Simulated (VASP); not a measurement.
# Bi (R-3m) in VASP: further runs, part 2 of 2

VASP 6.6.1.

## Step 4: Band structure, PBEsol, non-collinear spin, zero start, spin-orbit coupling

Contents of INCAR:

```
SYSTEM = Bi
GGA = PS
LSORBIT = .True.
MAGMOM = 0 0 0 0 0 0
LORBIT = 11
ISMEAR = 1
SIGMA = 0.1
LWAVE = .False.
LCHARG = .False.
NBANDS = 60
PREC = Accurate
LASPH = .True.
LREAL = .False.
ALGO = Normal
EDIFF = 1E-6
NELM = 200
GGA_COMPAT = .False.
ENCUT = 280
KPAR = 8
```

Contents of KPOINTS:

```
Automatic mesh
0
Gamma
  8 8 8
  0 0 0
```

Contents of KPOINTS_OPT:

```
path GLB1,BZGX,QFP1Z,LP
12
line-mode
reciprocal
 0.0000000000  0.0000000000  0.0000000000  G
 0.5000000000  0.0000000000  0.0000000000  L

 0.5000000000  0.0000000000  0.0000000000  L
 0.5000000000  0.2403434496 -0.2403434496  B1

 0.7596565504  0.5000000000  0.2403434496  B
 0.5000000000  0.5000000000  0.5000000000  Z

 0.5000000000  0.5000000000  0.5000000000  Z
 0.0000000000  0.0000000000  0.0000000000  G

 0.0000000000  0.0000000000  0.0000000000  G
 0.3701717248  0.0000000000 -0.3701717248  X

 0.6298282752  0.3701717248  0.0000000000  Q
 0.5000000000  0.5000000000  0.0000000000  F

 0.5000000000  0.5000000000  0.0000000000  F
 0.6298282752  0.6298282752  0.2403434496  P1

 0.6298282752  0.6298282752  0.2403434496  P1
 0.5000000000  0.5000000000  0.5000000000  Z

 0.5000000000  0.0000000000  0.0000000000  L
 0.7596565504  0.3701717248  0.3701717248  P
```

Contents of POSCAR:

```
Bi
1.0
    2.2675000000      1.3091417354      3.9380000000
   -2.2675000000      1.3091417354      3.9380000000
    0.0000000000     -2.6182834708      3.9380000000
Bi
2
Direct
    0.7660000000      0.7660000000      0.7660000000
    0.2340000000      0.2340000000      0.2340000000
```

Potentials or basis: VASP PAW PBE potentials, release 64 (Bi_d).

On the command line:

```bash
> cat potpaw_PBE.64/Bi_d/POTCAR > POTCAR
> mpirun -np 8 vasp_ncl > vasp.out
```

OUTCAR:

```text
SYSTEM = Bi
   GGA = PS
   LSORBIT = .True.
   LORBIT = 11
   ISMEAR = 1
   PREC = Accurate
   LASPH = .True.
   LREAL = .False.
   EDIFF = 1E-6
   NELM = 200
   ENCUT = 280

 Found     65 irreducible k-points:

 Following reciprocal coordinates:
            Coordinates               Weight
  0.000000  0.000000  0.000000      1.000000
  0.125000  0.000000  0.000000      6.000000
  0.250000  0.000000  0.000000      6.000000
  0.375000  0.000000 -0.000000      6.000000
  0.500000  0.000000  0.000000      3.000000
  0.125000  0.125000  0.000000      6.000000
   k-points           NKPTS =     65   k-points in BZ     NKDIM =     65   number of bands    NBANDS=     60
   number of dos      NEDOS =    301   number of ions     NIONS =      2
   total plane-waves  NPLWV =  21952
   dimension x,y,z NGX =    28 NGY =   28 NGZ =   28
   dimension x,y,z NGXF=    56 NGYF=   56 NGZF=   56
   ions per type =               2
   NGX,Y,Z   is equivalent  to a cutoff of   9.84,  9.84,  9.84 a.u.
   NGXF,Y,Z  is equivalent  to a cutoff of  19.69, 19.69, 19.69 a.u.
 SYSTEM =  Bi
   PREC   = accura    normal or accurate (medium, high low for compatibility)
   ISTART =      0    job   : 0-new  1-cont  2-samecut
   ICHARG =      2    charge: 1-file 2-atom 10-const
   ISPIN  =      1    spin polarized calculation?
   LNONCOLLINEAR =      T non collinear calculations
   LSORBIT =      T    spin-orbit coupling
   LASPH  =      T    aspherical Exc in radial PAW
[... 391 lines left out ...]
     0.0000000     0.0000000     0.0000000     0.0000000     0.0000000     0.0000000     0.0000000
     0.0000000     0.0000000     0.0000000     0.0000000     0.0000000     0.0000000     0.0000000
     0.0000000     0.0000000     0.0000000     0.0000000     0.0000000     0.0000000     0.0000000

 Ion:    2  E_soc:     -1.6872291
 l=   1
     0.0000000    -0.2167913    -0.2166635
    -0.2167913     0.0000000    -0.2167913
    -0.2166635    -0.2167913     0.0000000
 l=   2
     0.0000000    -0.0128612     0.0000000    -0.0128612    -0.0515910
    -0.0128612     0.0000000    -0.0387530    -0.0128268    -0.0128612
     0.0000000    -0.0387530     0.0000000    -0.0387530     0.0000000
    -0.0128612    -0.0128268    -0.0387530     0.0000000    -0.0128612
    -0.0515910    -0.0128612     0.0000000    -0.0128612     0.0000000
 l=   3
     0.0000000     0.0000000     0.0000000     0.0000000     0.0000000     0.0000000     0.0000000
     0.0000000     0.0000000     0.0000000     0.0000000     0.0000000     0.0000000     0.0000000
     0.0000000     0.0000000     0.0000000     0.0000000     0.0000000     0.0000000     0.0000000
     0.0000000     0.0000000     0.0000000     0.0000000     0.0000000     0.0000000     0.0000000
     0.0000000     0.0000000     0.0000000     0.0000000     0.0000000     0.0000000     0.0000000
     0.0000000     0.0000000     0.0000000     0.0000000     0.0000000     0.0000000     0.0000000
     0.0000000     0.0000000     0.0000000     0.0000000     0.0000000     0.0000000     0.0000000

 total charge

# of ion       s       p       d       tot
------------------------------------------
    1        1.522   1.366   9.904  12.792
    2        1.522   1.366   9.904  12.792
--------------------------------------------------
tot          3.044   2.733  19.807  25.584

 magnetization (x)

# of ion       s       p       d       tot
------------------------------------------
    1        0.000   0.000  -0.000   0.000
    2        0.000   0.000  -0.000   0.000
--------------------------------------------------
tot          0.000   0.000  -0.000   0.000

 magnetization (y)

# of ion       s       p       d       tot
------------------------------------------
    1        0.000   0.000   0.000   0.000
    2        0.000   0.000   0.000   0.000
--------------------------------------------------
tot          0.000   0.000   0.000   0.000

 magnetization (z)

# of ion       s       p       d       tot
------------------------------------------
    1        0.000   0.000   0.000   0.000
    2        0.000   0.000   0.000   0.000
--------------------------------------------------
tot          0.000   0.000   0.000   0.000
```

OSZICAR:

```text
N       E                     dE             d eps       ncg     rms          rms(c)
DAV:   1     0.298615525244E+03    0.29862E+03   -0.10159E+04  7984   0.813E+02
DAV:   2     0.258124234695E+02   -0.27280E+03   -0.26138E+03  7912   0.287E+02
[... 19 lines left out ...]
DAV:   9    -0.205096916430E+05   -0.52758E-06     6232
       N       E                     dE             ncg
DAV:   1     0.671219662736E+04   -0.27589E+05     5312
DAV:   2    -0.502500520838E+04   -0.11737E+05     5212
DAV:   3    -0.648446667542E+04   -0.14595E+04     5860
DAV:   4    -0.654124370340E+04   -0.56777E+02     6508
DAV:   5    -0.654375669109E+04   -0.25130E+01     7592
DAV:   6    -0.654378683424E+04   -0.30143E-01     7408
DAV:   7    -0.654378772195E+04   -0.88771E-03     7752
DAV:   8    -0.654378773337E+04   -0.11421E-04     6464
DAV:   9    -0.654378773377E+04   -0.39356E-06     4320
```

Run time: 68 s. Hardware: 8 MPI ranks of AMD EPYC 7R13 (Zen 3), shared host; peak memory 0.4 GiB.

Results:

```
Free energy                                           : -10.2196 eV
Largest force                                         : 0.100 eV/Å
Net moment                                            : 0.00 μB per cell
Valence electrons inside the program's atomic spheres : Bi 12.79
```

Forces in eV/Å, atoms in the order of the input:
```
Bi   0.000  0.000 -0.100
Bi   0.000  0.000  0.100
```

Moments on the atoms (μB; x, y, z):
```
Bi  0.00 0.00 0.00
Bi  0.00 0.00 0.00
```

Caveat: the cutoff is under 1.25 times the usual one of these potentials, so pressure, stress and relaxed cells hold a basis-set (Pulay) error; the PAW data sets were made with another functional, which shifts forces and pressure a little.

## Step 5: Band structure, PBEsol, non-collinear spin, zero start, spin-orbit coupling

Contents of INCAR:

```
SYSTEM = Bi
GGA = PS
LSORBIT = .True.
MAGMOM = 0 0 0 0 0 0
LORBIT = 11
ISMEAR = 1
SIGMA = 0.05
LWAVE = .False.
LCHARG = .False.
NBANDS = 80
PREC = Accurate
LASPH = .True.
LREAL = .False.
ALGO = Normal
EDIFF = 1E-7
NELM = 200
GGA_COMPAT = .False.
ENCUT = 490
KPAR = 8
```

Contents of KPOINTS:

```
Automatic mesh
0
Gamma
  12 12 12
  0 0 0
```

KPOINTS_OPT is that of step 4.

POSCAR is that of step 4.

On the command line:

```bash
> cat potpaw_PBE.64/Bi_d/POTCAR > POTCAR
> mpirun -np 8 vasp_ncl > vasp.out
```

Run time: 5.8 min. Hardware: 8 MPI ranks of AMD EPYC 7R13 (Zen 3), shared host; peak memory 2 GiB.

Results (log left out):

| Item | Value |
| --- | --- |
| Free energy | -10.2247 eV |
| Pressure | 0.6 GPa |
| Largest force | 0.119 eV/Å |
| Net moment | 0.00 μB per cell |
| Valence electrons inside the program's atomic spheres | Bi 12.80 |

Forces on the atoms (eV/Å):
```
Bi   0.000  0.000 -0.119
Bi   0.000  0.000  0.119
```

Stress tensor (GPa, compression positive):
```
0.69 0.00 0.00
0.00 0.69 0.00
0.00 0.00 0.48
```

Moments on the atoms (μB; x, y, z):
```
Bi  0.00 0.00 0.00
Bi  0.00 0.00 0.00
```

Caveat: the PAW data sets were made with another functional, which shifts forces and pressure a little.

## Step 6: Phonons, BLYP+D3(BJ)

Contents of INCAR:

```
  PREC = Accurate
  ENCUT = 520
  EDIFF = 1E-8
  ISMEAR = -1
  SIGMA = 0.01
  LREAL = False
  LASPH = True
  NELM = 80
  ALGO = Normal
  ISIF = 2
  LWAVE = False
  LCHARG = False
  GGA = B5
  ALDAX = 1.0
  AGGAX = 1.0
  AGGAC = 1.0
  ALDAC = 0.0
  IVDW = 12
  VDW_S6 = 1.0
  VDW_S8 = 2.6996
  VDW_A1 = 0.4298
  VDW_A2 = 4.2359
  IBRION = 6
  NFREE = 2
  POTIM = 0.015
  NSW = 1
```

Contents of KPOINTS:

```
regular mesh
0
Gamma
  6 6 6
```

POSCAR is that of step 5.

Potentials or basis: VASP PAW PBE potentials, release 64 (Bi_d).

On the command line:

```bash
> cat potpaw_PBE.64/Bi_d/POTCAR > POTCAR
> mpirun -np 1 vasp_std > vasp.out
```

OUTCAR:

```text
PREC = Accurate
   ENCUT = 520
   EDIFF = 1E-8
   ISMEAR = -1
   LREAL = False
   LASPH = True
   NELM = 80
   ISIF = 2
   GGA = B5
   IVDW = 12
   IBRION = 6
   NFREE = 2
   POTIM = 0.015
   NSW = 1
 IVDW          = 12

 ion  position               nearest neighbor table
   1  0.766  0.766  0.766-   2 3.06   2 3.06   2 3.06   2 3.52   2 3.52   2 3.52
   2  0.234  0.234  0.234-   1 3.06   1 3.06   1 3.06   1 3.52   1 3.52   1 3.52

  LATTYP: Found a trigonal (rhomboedric) cell.
 ALAT       =     4.7289800521
 COS(alpha) =     0.5401781303

  Lattice vectors:

 A1 = (   2.2675000000,   1.3091417354,   3.9380000000)
 A2 = (  -2.2675000000,   1.3091417354,   3.9380000000)
 A3 = (   0.0000000000,  -2.6182834708,   3.9380000000)

Analysis of symmetry for initial positions (statically):
=====================================================================
 Subroutine PRICEL returns:
[... 913 lines left out ...]

 INTERNAL STRAIN TENSORS FROM DISPLACED ATOMS
 ============================================

 INTERNAL STRAIN TENSOR FOR ION    1 for displacements in x,y,z  (eV/Angst):
          X           Y           Z          XY          YZ          ZX
  --------------------------------------------------------------------------------
  x     0.00000     0.00000     0.00000    -5.50293     0.00000     7.82036
  y    -5.50293     5.50293     0.00000     0.00000     7.82036     0.00000
  z     4.06087     4.06087     4.99355    -0.00000     0.00000     0.00000

 INTERNAL STRAIN TENSOR FOR ION    2 for displacements in x,y,z  (eV/Angst):
          X           Y           Z          XY          YZ          ZX
  --------------------------------------------------------------------------------
  x     0.00000     0.00000    -0.00000     5.50293     0.00000    -7.82036
  y     5.50293    -5.50293     0.00000    -0.00000    -7.82036    -0.00000
  z    -4.06087    -4.06087    -4.99355     0.00000     0.00000     0.00000

 Eigenvectors and eigenvalues of the dynamical matrix
 ----------------------------------------------------

   1 f  =    3.381028 THz    21.243628 2PiTHz  112.778966 cm-1    13.982803 meV
             X         Y         Z           dx          dy          dz
      0.000000  0.000000  9.049524     0.000000    0.000000    0.707107
      0.000000  0.000000  2.764476     0.000000    0.000000   -0.707107
[... 11 lines left out ...]
   4 f  =    0.000000 THz     0.000000 2PiTHz    0.000000 cm-1     0.000000 meV
             X         Y         Z           dx          dy          dz
      0.000000  0.000000  9.049524     0.706615   -0.025834    0.005273
      0.000000  0.000000  2.764476     0.706615   -0.025834    0.005273

   5 f/i=    0.000000 THz     0.000000 2PiTHz    0.000001 cm-1     0.000000 meV
             X         Y         Z           dx          dy          dz
      0.000000  0.000000  9.049524    -0.021661   -0.649390   -0.278967
      0.000000  0.000000  2.764476    -0.021661   -0.649390   -0.278967

   6 f/i=    0.000000 THz     0.000000 2PiTHz    0.000002 cm-1     0.000000 meV
             X         Y         Z           dx          dy          dz
      0.000000  0.000000  9.049524    -0.015035   -0.278612    0.649730
      0.000000  0.000000  2.764476    -0.015035   -0.278612    0.649730

 ELASTIC MODULI CONTR FROM IONIC RELAXATION (kBar)
 Direction    XX          YY          ZZ          XY          YZ          ZX
 --------------------------------------------------------------------------------
 XX        -780.4286    626.2772    -94.7779     -0.0000    999.5531      0.0000
 YY         626.2772   -780.4286    -94.7779      0.0000   -999.5531     -0.0000
 ZZ         -94.7779    -94.7779   -116.5459      0.0000      0.0000     -0.0000
 XY          -0.0000      0.0000      0.0000   -703.3529      0.0000    999.5529
 YZ         999.5531   -999.5531      0.0000      0.0000  -1420.4909     -0.0000
 ZX           0.0000     -0.0000     -0.0000    999.5529     -0.0000  -1420.4903
 --------------------------------------------------------------------------------
```

stdout:

```text
POSCAR found type information on POSCAR Bi
 POSCAR found :  1 types and       2 ions
 scaLAPACK will be used
 -----------------------------------------------------------------------------
|                                                                             |
|                                                                             |
|     You enforced a specific xc type in the INCAR file but a different       |
|     I HOPE YOU KNOW WHAT YOU ARE DOING!                                     |
|                                                                             |
 -----------------------------------------------------------------------------

 LDA part: xc-table for (Slater(with rela. corr.)+VWN5), standard interpolation
 POSCAR, INCAR and KPOINTS ok, starting setup
 FFT: planning ... GRIDC
 FFT: planning ... GRID_SOFT
 FFT: planning ... GRID
 WAVECAR not read
 entering main loop
 Found     2 degrees of freedom:
 Finite differences POTIM= 0.01500 DOF=   2
 bond charge predicted
 Finite differences progress:
 bond charge predicted
 Finite differences progress:
 bond charge predicted
 Finite differences progress:
 bond charge predicted
 Finite differences progress:
```

It took 10 min on 1 thread of Intel Xeon 8259CL, shared host; peak memory 0.36 GiB.

What came out:

| Property | Result |
| --- | --- |
| Highest phonon frequency at Γ | 113 cm⁻¹ |
| Dispersion energy per atom | -1.101 eV |

Phonon frequencies in cm⁻¹ (negative: imaginary):
| q point | frequencies |
| --- | --- |
| (0.000, 0.000, 0.000) | 0 0 0 51 51 113 |

Caveat: the PAW data sets were made with another functional, which shifts forces and pressure a little; spin-orbit coupling is left out, which moves the levels of the heavy elements.

## Step 7: Overview

```csv
task,level,potentials or basis,spin,k mesh,cutoff (eV),smearing,dipole correction,k mesh for the DOS,occupations for the DOS,tolerance level,purpose,moment (μB),largest force (eV/Å)
single point,PBE,"VASP PAW PBE potentials, release 64 (Bi_d)",off,7 × 7 × 7,520,fermi-dirac 0.05 eV,no,11 × 11 × 11,tetrahedron,-,-,-,-
equation of state,rSCAN,"VASP PAW PBE potentials, release 64 (Bi_d_GW)",off,9 × 9 × 9,450,methfessel-paxton 0.1 eV,-,-,-,standard,choice of potentials,-,-
band structure,PBEsol,"VASP PAW PBE potentials, release 64 (Bi_d)","non-collinear, zero start, SOC",8 × 8 × 8,280,methfessel-paxton 0.1 eV,-,-,-,screening,bands,0.00,0.10
band structure,PBEsol,"VASP PAW PBE potentials, release 64 (Bi_d)","non-collinear, zero start, SOC",12 × 12 × 12,490,methfessel-paxton 0.05 eV,-,-,-,screening,bands,0.00,0.12
phonons,BLYP+D3(BJ),"VASP PAW PBE potentials, release 64 (Bi_d)",off,6 × 6 × 6,520,fermi-dirac 0.01 eV,no,-,-,-,-,-,-
```

Alike in all rows: cell as given.

Caveats: the PAW data sets were made with another functional, which shifts forces and pressure a little (at least some runs); spin-orbit coupling is left out, which moves the levels of the heavy elements (at least some runs); the cell was scaled at fixed shape and fractional positions, which overstates the stiffness of a crystal with free parameters, most of all of layers and chains (at least some runs); the cutoff is under 1.25 times the usual one of these potentials, so pressure, stress and relaxed cells hold a basis-set (Pulay) error (at least some runs).

Total energies depend on the potentials used, so only differences within one code and one set of settings carry meaning.
